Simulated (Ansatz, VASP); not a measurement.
**Si2Ni: VASP beside Ansatz**

```xyz
3
Lattice="0.0000 2.6948 2.6948 2.6948 0.0000 2.6948 2.6948 2.6948 0.0000" Properties=species:S:1:pos:R:3 pbc="T T T"
Ni    0.0000    0.0000    0.0000
Si    1.3474    1.3474    1.3474
Si    4.0422    4.0422    4.0422
```

Alike in both runs: functional PBEsol; k mesh 11 × 11 × 11; occupations fermi-dirac, width 0.05 eV; no spin polarisation.

Ansatz relaxed the structure, and its values are those at the end. VASP's run is a single point on that final structure, the one shown.

```csv
,VASP,Ansatz
version,VASP 6.6.1,Ansatz 0.2.0
potentials or method,"VASP PAW PBE potentials, release 64 (Ni, Si)","PAW with Ansatz's default frozen-core files, scalar-relativistic"
plane-wave cutoff (eV),520,420
valence electrons in the cell,18,26
```

|  | VASP | Ansatz | Ansatz less VASP |
| --- | --- | --- | --- |
| pressure (GPa) | 0.1 | 0.0 | -0.03 |

VASP's potentials were made for PBE, not for PBEsol. With one functional, cell and mesh, what is left measures potentials, basis and numerics. VASP's potentials hold 18 valence electrons a cell and Ansatz's 26, so a difference there can come from the potentials and not from the codes.
